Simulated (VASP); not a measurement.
Set up this calculation in VASP 6.6.1, as the native input.

| Item | Value |
| --- | --- |
| Task | electric field gradients |
| Functional | LDA |
| Potentials or basis | VASP PAW LDA potentials, release 64 (B, W_sv) |
| Cutoff | 520 eV |
| k mesh | 14 × 14 × 12 |
| Occupations | fermi-dirac, width 0.05 eV |
| Spin | no spin polarisation |
| Dipole correction | no |
| Further INCAR settings | ALGO = Normal; EDIFF = 1e-08; NBANDS = 17 |

The structure of B2W lies in POSCAR:

```
B2W
1.0
    3.0300347215      0.0000000000      0.0000000000
   -1.5150173608      2.6240870432      0.0000000000
    0.0000000000      0.0000000000      3.0601329648
B W
2 1
Direct
    0.3333333333      0.6666666667      0.5000000000
    0.6666666667      0.3333333333      0.5000000000
    0.0000000000      0.0000000000      0.0000000000
```

This cell differs from its parent crystal: volume scaled by 1.01.

The input as run:

INCAR

```
PREC     = Accurate       # precision mode
ENCUT    = 520            # plane-wave cutoff, eV
EDIFF    = 1E-8           # SCF threshold, eV
ISMEAR   = -1             # smearing method
SIGMA    = 0.05           # smearing width, eV
LREAL    = False          # projectors in reciprocal space
LASPH    = True           # aspherical terms in the spheres
NELM     = 80             # most SCF steps
ALGO     = Normal         # electronic algorithm
ISIF     = 2              # what is computed and relaxed
LWAVE    = False          # write WAVECAR
LCHARG   = False          # write CHGCAR
GGA      = CA             # functional
LEFG     = True         
NBANDS   = 17             # bands
```

KPOINTS

```
regular mesh
0
Gamma
  14 14 12
```

Potentials or basis: VASP PAW LDA potentials, release 64 (B, W_sv).

Run with:

```sh
$ cat potpaw_LDA.64/B/POTCAR potpaw_LDA.64/W_sv/POTCAR > POTCAR
$ mpirun -np 1 vasp_std > vasp.out
```

It gave:

The pressure is 19.9 GPa and the band gap on the k mesh is zero (band 10 reaches 15.52 eV, above the bottom of band 11 at 10.83 eV).

Caveat: without QUAD_EFG the Cq values of the log hold for a quadrupole moment of 1 mb, not for the nuclei; spin-orbit coupling is left out, which moves the levels of the heavy elements.

It took 31 s on 1 thread of AMD EPYC 9R45 96-Core Processor (Zen 5), on a shared host, peak memory 0.15 GiB.
